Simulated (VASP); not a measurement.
# RbAl2 (P4/mmm) in VASP: notebook

Runs on RbAl2. Level: PBE. Tasks: single point, relaxation of cell and atoms.

Everything below comes from runs of VASP 6.6.1. Logs are shortened: lines on timing, memory, paths and dates and some standing lists are left out, and cuts for length are marked.

## Step 1: The cell of the first run

The structure is tetragonal, space group P4/mmm (No. 123). The conventional cell has a = 5.216 Å, b = 5.216 Å, c = 4.811 Å, α = 90.00°, β = 90.00°, γ = 90.00°. Within 5.1 Å of Rb (site symmetry 4/mmm) lie 8 Al at 3.88 Å and 2 Rb at 4.81 Å. Al (site symmetry 4mm) has 2 Al at 2.39 to 2.42 Å within 3.2 Å.

## Step 2: Single point, PBE

Input file INCAR:

```
PREC = Accurate
ENCUT = 520
EDIFF = 1E-6
ISMEAR = 0
SIGMA = 0.1
LREAL = False
LASPH = True
NELM = 60
ALGO = Fast
ISIF = 2
LWAVE = False
LCHARG = False
GGA = PE
NBANDS = 14
```

Input file KPOINTS:

```
regular mesh
0
Gamma
  4 4 4
```

Input file POSCAR:

```
RbAl2
1.0
    5.2156355985      0.0000000000      0.0000000000
    0.0000000000      5.2156355985      0.0000000000
    0.0000000000      0.0000000000      4.8112101742
Rb Al
1 2
Direct
    0.5000000000      0.5000000000      0.5000000000
    0.0000000000      0.0000000000      0.2488195099
    0.0000000000      0.0000000000      0.7511804901
```

Potentials or basis: VASP PAW PBE potentials, release 64 (Rb_sv, Al).

Launch:

```console
> cat potpaw_PBE.64/Rb_sv/POTCAR potpaw_PBE.64/Al/POTCAR > POTCAR
> mpirun -np 1 vasp_std > vasp.out
```

OUTCAR:

```text
PREC = Accurate
   ENCUT = 520
   EDIFF = 1E-6
   ISMEAR = 0
   LREAL = False
   LASPH = True
   NELM = 60
   ISIF = 2
   GGA = PE

 ion  position               nearest neighbor table
   1  0.500  0.500  0.500-   2 3.88   3 3.88   2 3.88   3 3.88   2 3.88   3 3.88   2 3.88   3 3.88

   2  0.000  0.000  0.249-   3 2.39   3 2.42   1 3.88   1 3.88   1 3.88   1 3.88
   3  0.000  0.000  0.751-   2 2.39   2 2.42   1 3.88   1 3.88   1 3.88   1 3.88

  LATTYP: Found a simple tetragonal cell.
 ALAT       =     5.2156355985
 C/A-ratio  =     0.9224590337

  Lattice vectors:

 A1 = (   5.2156355985,   0.0000000000,   0.0000000000)
 A2 = (   0.0000000000,   5.2156355985,   0.0000000000)
 A3 = (   0.0000000000,   0.0000000000,   4.8112101742)

Analysis of symmetry for initial positions (statically):
=====================================================================
 Subroutine PRICEL returns:
 Original cell was already a primitive cell.

 Routine SETGRP: Setting up the symmetry group for a
 simple tetragonal supercell.

 Subroutine GETGRP returns: Found 16 space group operations
 (whereof 16 operations were pure point group operations)
 out of a pool of 16 trial point group operations.

The static configuration has the point symmetry D_4h.

Analysis of symmetry for dynamics (positions and initial velocities):
=====================================================================
 Subroutine PRICEL returns:
 Original cell was already a primitive cell.

 Routine SETGRP: Setting up the symmetry group for a
 simple tetragonal supercell.

 Subroutine GETGRP returns: Found 16 space group operations
 (whereof 16 operations were pure point group operations)
 out of a pool of 16 trial point group operations.

The dynamic configuration has the point symmetry D_4h.

 Subroutine INISYM returns: Found 16 space group operations
 (whereof 16 operations are pure point group operations),
 and found     1 'primitive' translations

----------------------------------------------------------------------------------------

                                     Primitive cell

  volume of cell :     130.8787

  direct lattice vectors                    reciprocal lattice vectors
     5.215635598  0.000000000  0.000000000     0.191731186  0.000000000  0.000000000
     0.000000000  5.215635598  0.000000000     0.000000000  0.191731186  0.000000000
     0.000000000  0.000000000  4.811210174     0.000000000  0.000000000  0.207847914

  length of vectors
     5.215635598  5.215635598  4.811210174     0.191731186  0.191731186  0.207847914

  position of ions in fractional coordinates (direct lattice)
     0.500000000  0.500000000  0.500000000
     0.000000000  0.000000000  0.248819510
     0.000000000  0.000000000  0.751180490

  ion indices of the primitive-cell ions
   primitive index   ion index
                 1           1
                 2           2
                 3           3

----------------------------------------------------------------------------------------

 KPOINTS: regular mesh

Automatic generation of k-mesh.
 Grid dimensions read from file:
 generate k-points for:    4    4    4

 Generating k-lattice:

  Cartesian coordinates                     Fractional coordinates (reciprocal lattice)
     0.047932797  0.000000000  0.000000000     0.250000000  0.000000000  0.000000000
     0.000000000  0.047932797  0.000000000     0.000000000  0.250000000  0.000000000
     0.000000000  0.000000000  0.051961979     0.000000000  0.000000000  0.250000000

  Length of vectors
     0.047932797  0.047932797  0.051961979

  Shift w.r.t. Gamma in fractional coordinates (k-lattice)
     0.000000000  0.000000000  0.000000000

 Subroutine IBZKPT returns following result:
 ===========================================

 Found     18 irreducible k-points:

 Following reciprocal coordinates:
            Coordinates               Weight
  0.000000  0.000000  0.000000      1.000000
  0.250000  0.000000  0.000000      4.000000
  0.500000  0.000000  0.000000      2.000000
  0.250000  0.250000  0.000000      4.000000
  0.500000  0.250000  0.000000      4.000000
  0.500000  0.500000  0.000000      1.000000
[... 10 lines left out ...]
  0.500000  0.250000  0.500000      4.000000
  0.500000  0.500000  0.500000      1.000000
   k-points           NKPTS =     18   k-points in BZ     NKDIM =     18   number of bands    NBANDS=     14
   number of dos      NEDOS =    301   number of ions     NIONS =      3
   total plane-waves  NPLWV =  57600
   dimension x,y,z NGX =    40 NGY =   40 NGZ =   36
   dimension x,y,z NGXF=    80 NGYF=   80 NGZF=   72
   ions per type =               1   2
   NGX,Y,Z   is equivalent  to a cutoff of  12.75, 12.75, 12.44 a.u.
   NGXF,Y,Z  is equivalent  to a cutoff of  25.50, 25.50, 24.88 a.u.
 SYSTEM =  unknown system
   PREC   = accura    normal or accurate (medium, high low for compatibility)
   ISTART =      0    job   : 0-new  1-cont  2-samecut
   ICHARG =      2    charge: 1-file 2-atom 10-const
   ISPIN  =      1    spin polarized calculation?
   LNONCOLLINEAR =      F non collinear calculations
   LSORBIT =      F    spin-orbit coupling
   LASPH  =      T    aspherical Exc in radial PAW
   ENCUT  =  520.0 eV  38.22 Ry    6.18 a.u.   9.70  9.70  8.95*2*pi/ulx,y,z
   NELM   =     60;   NELMIN=  2; NELMDL= -5     # of ELM steps
   EDIFF  = 0.1E-05   stopping-criterion for ELM
   LREAL  =      F    real-space projection
   EDIFFG = 0.1E-04   stopping-criterion for IOM
   NSW    =      0    number of steps for IOM
   IBRION =     -1    ionic relax: 0-MD 1-quasi-New 2-CG
   NFREE  =      0    steps in history (QN), initial steepest desc. (CG)
   ISIF   =      2    stress and relaxation
   ISYM   =      2    0-nonsym 1-usesym 2-fastsym
   POTIM  = 0.5000    time-step for ionic-motion
   TEBEG  =    0.0;   TEEND  =   0.0 temperature during run
   PSTRESS=    0.0 pullay stress
   NELECT =      15.0000    total number of electrons
   NUPDOWN=      -1.0000    fix difference up-down
   EMIN   =  10.00;   EMAX   =-10.00  energy-range for DOS
   EFERMI =   0.00;   METHOD = LEGACY
   ISMEAR =     0;   SIGMA  =   0.10  broadening in eV -4-tet -1-fermi 0-gaus
   EFERMI_NEDOS =   21; number of points for ismear=-14 and -15
   IALGO  =     68    algorithm
   IMIX   =      4    mixing-type and parameters
     AMIX     =   0.40;   BMIX     =  1.00
     AMIX_MAG =   1.60;   BMIX_MAG =  1.00
  volume/ion in A,a.u.               =      43.63       294.40
  Fermi-wavevector in a.u.,A,eV,Ry     =   0.795211  1.502731  8.603785  0.632360
  Thomas-Fermi vector in A             =   1.901494
   LORBIT       =      0    0 simple, 1 ext, 2 COOP (PROOUT), +10 PAW based schemes
   GGA     = PE    functional components
   LHFCALC =     F    Hartree Fock is set to
   AEXX    =    0.0000 exact exchange contribution
   IVDW    =     0    specifies the selected vdW correction
   LEPSILON=     F    determine dielectric tensor
   LRPA    =     F    only Hartree local field effects (RPA)
 non-spin polarized calculation
 RMM-DIIS sequential band-by-band and
 Gauss-broadening in eV      SIGMA  =   0.10
  energy-cutoff  :      520.00
  volume of cell :      130.88
 maximum number of plane-waves:      3544
 NGX is ok and might be reduce to    40
   NGX = 19   NGY = 19   NGZ = 17

 number of electron      15.0000000 magnetization

 Free energy of the ion-electron system (eV)
  ---------------------------------------------------
  ext. energy  EPLUGINS =         0.00000000
  ---------------------------------------------------
  free energy    TOTEN  =        -6.43287840 eV

  energy without entropy =       -6.42296783  energy(sigma->0) =       -6.42792311

 E-fermi :   1.0046     XC(G=0):  -6.8608

 val. band max:        0.9127594986   @ k =   0.5000   0.0000   0.5000
 cond. band min:       1.0155630945   @ k =   0.5000   0.0000   0.2500
 fundamental gap:      0.1028035959
 Fermi energy:         1.0046201750

 k-point     1 :       0.0000    0.0000    0.0000
  band No.  band energies     occupation
      1     -26.6161      2.00000
      2     -10.7344      2.00000
      3     -10.6986      2.00000
      4     -10.6986      2.00000
      5      -5.7469      2.00000
      6      -0.4810      2.00000
      7       0.8451      1.97588
      8       0.8451      1.97588
      9       1.3907      0.00000
     10       2.5605      0.00000
     11       3.0801      0.00000
     12       5.5412      0.00000
     13       5.6609      0.00000
     14       5.6619      0.00000

 k-point     2 :       0.2500    0.0000    0.0000
  band No.  band energies     occupation
      1     -26.6156      2.00000
      2     -10.7323      2.00000
      3     -10.7307      2.00000
      4     -10.6951      2.00000
      5      -5.6040      2.00000
      6      -0.4047      2.00000
      7      -0.2450      2.00000
      8       0.7462      1.99974
      9       1.4202      0.00000
     10       3.2315      0.00000
     11       4.3750      0.00000
     12       5.2008      0.00000
     13       5.3914      0.00000
     14       5.6678      0.00000

 k-point     3 :       0.5000    0.0000    0.0000
  band No.  band energies     occupation
      1     -26.6151      2.00000
      2     -10.7621      2.00000
      3     -10.7302      2.00000
      4     -10.6915      2.00000
      5      -5.4460      2.00000
      6      -0.9132      2.00000
      7      -0.3173      2.00000
      8       0.6518      2.00000
      9       1.4499      0.00000
     10       4.0687      0.00000
     11       4.1151      0.00000
     12       5.1853      0.00000
     13       6.0364      0.00000
     14       6.4236      0.00000

 k-point     4 :       0.2500    0.2500    0.0000
  band No.  band energies     occupation
      1     -26.6151      2.00000
      2     -10.7303      2.00000
      3     -10.7273      2.00000
      4     -10.7199      2.00000
      5      -5.5224      2.00000
      6      -0.3642      2.00000
      7      -0.2487      2.00000
      8       0.1543      2.00000
      9       1.5169      0.00000
     10       3.6445      0.00000
     11       4.9779      0.00000
     12       4.9789      0.00000
     13       5.5675      0.00000
     14       5.7566      0.00000

 k-point     5 :       0.5000    0.2500    0.0000
  band No.  band energies     occupation
      1     -26.6147      2.00000
      2     -10.7516      2.00000
      3     -10.7284      2.00000
      4     -10.7165      2.00000
      5      -5.4363      2.00000
      6      -0.6110      2.00000
      7      -0.3129      2.00000
      8       0.1655      2.00000
      9       1.6243      0.00000
     10       3.5191      0.00000
     11       4.7885      0.00000
[... 174 lines left out ...]
 k-point    16 :       0.2500    0.2500    0.5000
  band No.  band energies     occupation
      1     -26.6126      2.00000
      2     -10.8099      2.00000
      3     -10.7150      2.00000
      4     -10.7098      2.00000
      5      -4.0317      2.00000
      6      -3.9452      2.00000
      7       1.1428      0.05061
      8       1.3545      0.00000
      9       1.5064      0.00000
     10       1.6192      0.00000
     11       5.0064      0.00000
     12       5.5699      0.00000
     13       5.7193      0.00000
     14       5.9285      0.00000

 k-point    17 :       0.5000    0.2500    0.5000
  band No.  band energies     occupation
      1     -26.6122      2.00000
      2     -10.8064      2.00000
      3     -10.7377      2.00000
      4     -10.7067      2.00000
      5      -3.9522      2.00000
      6      -3.8716      2.00000
      7       0.8732      1.93695
      8       0.8914      1.89062
      9       1.4696      0.00000
     10       1.5535      0.00000
     11       4.8980      0.00000
     12       5.7473      0.00000
     13       6.1852      0.00000
     14       6.2439      0.00000

 k-point    18 :       0.5000    0.5000    0.5000
  band No.  band energies     occupation
      1     -26.6117      2.00000
      2     -10.8034      2.00000
      3     -10.7297      2.00000
      4     -10.7297      2.00000
      5      -3.9693      2.00000
      6      -3.7772      2.00000
      7       0.8687      1.94534
      8       0.8687      1.94534
      9       1.3132      0.00001
     10       1.3132      0.00001
     11       4.6650      0.00000
     12       5.1589      0.00000
     13       6.7177      0.00000
     14       7.1785      0.00000

------------------------ aborting loop because EDIFF is reached ----------------------------------------

  FORCE on cell =-STRESS in cart. coord.  units (eV):
  Direction    XX          YY          ZZ          XY          YZ          ZX
  --------------------------------------------------------------------------------------
  -------------------------------------------------------------------------------------
  Total        0.0332011      0.0332011      0.1743742      0.0000000      0.0000000      0.0000000
  in kB        0.4064376      0.4064376      2.1346367      0.0000000      0.0000000      0.0000000
  external PRESSURE =       0.9825039 kB  Pullay stress =       0.0000000 kB

 VOLUME and BASIS-vectors are now :
 -----------------------------------------------------------------------------
  energy-cutoff  :      520.00
  volume of cell :      130.88
      direct lattice vectors                 reciprocal lattice vectors
     5.215635598  0.000000000  0.000000000     0.191731186  0.000000000  0.000000000
     0.000000000  5.215635598  0.000000000     0.000000000  0.191731186  0.000000000
     0.000000000  0.000000000  4.811210174     0.000000000  0.000000000  0.207847914

 POSITION                                       TOTAL-FORCE (eV/Angst)
 -----------------------------------------------------------------------------------
      2.60782      2.60782      2.40561        -0.000000     -0.000000     -0.000000
      0.00000      0.00000      1.19712        -0.000000      0.000000      0.029387
      0.00000      0.00000      3.61409         0.000000      0.000000     -0.029387
 -----------------------------------------------------------------------------------
    total drift:                                0.000000      0.000000     -0.000000

  FREE ENERGIE OF THE ION-ELECTRON SYSTEM (eV)
  ---------------------------------------------------
  free  energy   TOTEN  =        -6.4328784027 eV

  energy  without entropy=       -6.4229678253  energy(sigma->0) =       -6.42792311
```

It took 25 s on 1 thread of Intel Xeon Platinum 8375C at 2.90GHz (Ice Lake), shared host; peak memory 0.23 GiB.

Results:

| Quantity | Value |
| --- | --- |
| Free energy | -6.4329 eV |
| Pressure | 0.1 GPa |
| Largest force | 0.029 eV/Å |

Forces in eV/Å, atoms in the order of the input:
```
Rb   0.000  0.000  0.000
Al   0.000  0.000  0.029
Al   0.000  0.000 -0.029
```

Stress tensor (GPa, compression positive):
```
0.04 0.00 0.00
0.00 0.04 0.00
0.00 0.00 0.21
```

## Step 3: Relaxation of cell and atoms, PBE

This run uses another cell than the first one, of 25.77 Å³/atom, 0.591 times its volume.

Input file INCAR:

```
PREC = Accurate
ENCUT = 600
EDIFF = 1E-6
ISMEAR = 0
SIGMA = 0.1
LREAL = False
LASPH = True
NELM = 60
ALGO = Normal
ISIF = 3
LWAVE = False
LCHARG = False
GGA = PE
IBRION = 2
NSW = 90
EDIFFG = -0.04
```

Input file KPOINTS:

```
Automatic mesh
0
Gamma
  4 4 4
```

Input file POSCAR:

```
RbAl2
1.0
    4.0732046800      0.0000000000      0.0000000000
    0.0000000000      4.0732046800      0.0000000000
    0.0000000000      0.0000000000      4.6589343600
Rb Al
1 2
Direct
    0.5000000000      0.5000000000      0.5000000000
    0.0000000000      0.0000000000      0.1904172800
    0.0000000000      0.0000000000      0.8095827200
```

Potentials or basis: VASP PAW PBE potentials, release 64 (Rb_sv, Al).

Launch:

```console
> cat potpaw_PBE.64/Rb_sv/POTCAR potpaw_PBE.64/Al/POTCAR > POTCAR
> mpirun -np 1 vasp_std > vasp.out
```

Run time: 2.4 min. Hardware: 1 thread of Intel Xeon Platinum 8375C at 2.90GHz (Ice Lake), shared host; peak memory 0.23 GiB.

The run converged. Its results:

```yaml
Free_energy: -6.4036 eV
Relaxed_volume: 43.68 Å³/atom
Relaxed_cell: a = 5.024 Å, b = 5.024 Å, c = 5.191 Å, α = 90.00°, β = 90.00°, γ = 90.00°
Space_group_after_relaxing_to_0.05_Å: P4/mmm (No. 123)
Energy_gained_by_relaxing: 1529.3 meV/atom
Ionic_steps: 18
Pressure_after_relaxing: 0.0 GPa
Largest_force_after_relaxing: 0.023 eV/Å
```

Forces in eV/Å, atoms in the order of the input:
```
Rb   0.000  0.000  0.000
Al   0.000  0.000 -0.023
Al   0.000  0.000  0.023
```

Stress tensor (GPa, compression positive):
```
 0.09  0.00  0.00
 0.00  0.09  0.00
 0.00  0.00 -0.03
```

The path:
```
step  energy change (eV)  largest force (eV/Å)  pressure (GPa)  volume (Å³)
   1              0.0000               15.0318           24.64        77.30
   2             -1.4793                6.9769            9.77       127.52
   3             -1.9902                5.3060            8.69       121.49
   4             -2.2670                4.3446            8.12       117.34
   5             -3.1592                2.6990            6.39        99.26
   6             -3.5840                1.4812            8.00        87.96
   7             -3.5843                1.1074            8.79        86.18
   8             -3.5880                1.3462            8.30        87.25
   9             -4.2865                0.4436            2.28       106.13
  10             -4.4269                0.0982            0.06       119.30
  11             -4.4356                0.0255           -0.43       123.58
  12             -4.5528                0.2632            0.22       124.18
  13             -4.5630                0.3873            0.43       124.29
  14             -4.5630                0.4118            0.48       124.31
  15             -4.5806                0.1577            0.31       126.85
  16             -4.5860                0.1338            0.19       130.26
  17             -4.5865                0.0678            0.21       129.50
  18             -4.5880                0.0226            0.05       131.05
```

Final structure:
```
Rb Al
1.0
     5.02436    0.00000    0.00000
     0.00000    5.02436    0.00000
     0.00000    0.00000    5.19126
Rb Al
1 2
Direct
  0.50000 0.50000 0.50000
  0.00000 0.00000 0.24761
  0.00000 0.00000 0.75239
```

Levels at points of the mesh, in eV from the Fermi level:
```
           k point  band 4  band 5  band 6  band 7  band 8  band 9  band 10  band 11
(0.00, 0.00, 0.00)  -11.48   -6.28   -1.41   -0.45    0.45    0.45     2.15     2.30
(0.50, 0.00, 0.00)  -11.47   -5.86   -1.65   -1.14   -0.37    0.21     3.14     3.42
(0.50, 0.50, 0.00)  -11.50   -5.83   -1.09   -0.84   -0.84    0.10     2.81     2.81
(0.00, 0.00, 0.50)  -11.47   -5.01   -4.78    1.43    1.43    1.70     1.70     2.97
(0.50, 0.00, 0.50)  -11.46   -4.63   -4.53   -0.44   -0.02    1.16     1.89     3.45
(0.50, 0.50, 0.50)  -11.53   -4.59   -4.37   -0.02   -0.02    0.50     0.50     3.78
```

Caveat: the k points lie up to 0.31 Å⁻¹ apart in the final cell; the volume moved by over 15 % at a fixed basis, so the end points are rough.
